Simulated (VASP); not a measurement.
## Hf8O15 (a cell with a defect): single point with PBE

System: Hf8O15 (a cell with a defect).

```
O Hf
1.0
    10.32380    0.00000    0.00000
     0.00000    5.23018    0.00000
    -0.86603    0.00000    5.25859
O Hf
15 8
Cartesian
  1.9759 4.0933 2.6275
  2.7216 1.3353 0.1822
  2.3442 1.4643 2.8981
  1.5150 3.9416 5.2689
  -0.2026 1.3585 2.4040
  4.7438 4.2878 0.7744
  4.3257 3.5790 3.4239
  -1.0707 -0.5126 5.5651
  7.1339 3.8471 2.3571
  7.9602 1.2913 -0.0202
  7.5169 1.2403 2.5881
  6.7911 3.8652 5.0205
  5.1412 1.6482 1.8256
  9.6353 3.7906 2.9752
  4.7458 0.9384 4.4649
  1.2524 0.3459 1.2787
  3.4889 2.8733 1.6087
  3.0485 5.0548 4.2298
  0.7323 2.5542 3.8769
  6.4257 0.1894 1.0177
  8.8118 2.6732 1.3605
  8.2120 4.9850 3.9127
  5.9821 2.3842 3.6441
```

```json
{
  "Program": "VASP 6.6.1",
  "Task": "single point",
  "Functional": "PBE",
  "Potentials or basis": "VASP PAW PBE potentials, release 64 (O, Hf_pv)",
  "Cutoff": "520 eV",
  "k mesh": "2 × 3 × 3",
  "Occupations": "fermi-dirac, width 0.1 eV",
  "Spin": "no spin polarisation"
}
```

```json
{
 "Pressure": "-3.2 GPa",
 "Largest force": "1.331 eV/Å",
 "Band gap on the k mesh": "0.94 eV"
}
```

Forces in eV/Å, atoms in the order of the input:
```
O    0.049  0.093 -0.122
O    0.018  0.018 -0.026
O   -0.061 -0.019 -0.115
O    0.015 -0.027 -0.149
O    0.115  0.120 -0.173
O   -0.004  0.035 -0.079
O   -0.028 -0.021 -0.095
O   -0.465 -1.087  0.610
O    0.088  0.255  0.026
O   -0.001  0.074  0.078
O    0.050  0.190 -0.004
O    0.077 -0.026 -0.141
O    0.050  0.077  0.036
O   -0.150 -0.165  0.359
O    0.045  0.001  0.000
Hf  -0.095  0.074 -0.141
Hf   0.060  0.106  0.052
Hf   0.101  0.012 -0.039
Hf   0.052 -0.131 -0.111
Hf  -0.063  0.114 -0.040
Hf   0.087  0.154  0.064
Hf   0.108  0.142  0.073
Hf  -0.048  0.010 -0.062
```

Stress tensor (GPa, compression positive):
```
-1.52  2.46  2.72
 2.46 -3.99  0.53
 2.72  0.53 -4.15
```

Levels at points of the mesh, in eV from the valence-band top:
| k point | band 82 | band 83 | band 84 | band 85 | band 86 | band 87 | band 88 | band 89 |
| --- | --- | --- | --- | --- | --- | --- | --- | --- |
| (0.00, 0.00, 0.00) | -3.53 | -3.39 | -3.07 | -0.92 | 1.07 | 1.14 | 1.39 | 1.53 |
| (0.50, 0.00, 0.00) | -3.59 | -3.50 | -3.07 | -0.82 | 0.99 | 1.26 | 1.33 | 1.52 |

Run time: 5.4 min on 1 thread of AMD EPYC 9R45 96-Core Processor (Zen 5) (shared host), peak memory 0.42 GiB.

Caveat: spin-orbit coupling is left out, which moves the levels of the heavy elements.
